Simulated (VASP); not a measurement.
AgBr:

```xyz
2
Lattice="0.0000 2.8702 2.8702 2.8702 0.0000 2.8702 2.8702 2.8702 0.0000" Properties=species:S:1:pos:R:3 pbc="T T T"
Ag    0.0000    0.0000    0.0000
Br    2.8702    2.8702    2.8702
```

Program: VASP 6.6.1. Alike in all runs: task single point; no spin polarisation; cell as given; k mesh 3 × 3 × 3; cutoff (eV) 500; smearing gaussian 0.01 eV.

Problem. Order these runs on this cell by their pressure, lowest first.
A. level BLYP; potentials or basis VASP PAW PBE potentials, release 64 (Ag, Br)
B. level LDA; potentials or basis VASP PAW LDA potentials, release 64 (Ag, Br)
C. level PBE; potentials or basis VASP PAW PBE potentials, release 64 (Ag, Br)

Solution. B (-3.2 GPa), C (3.1 GPa), A (7.0 GPa).

Caveats: all runs use coarse meshes; the PAW data sets were made with another functional, which shifts forces and pressure a little (some runs).
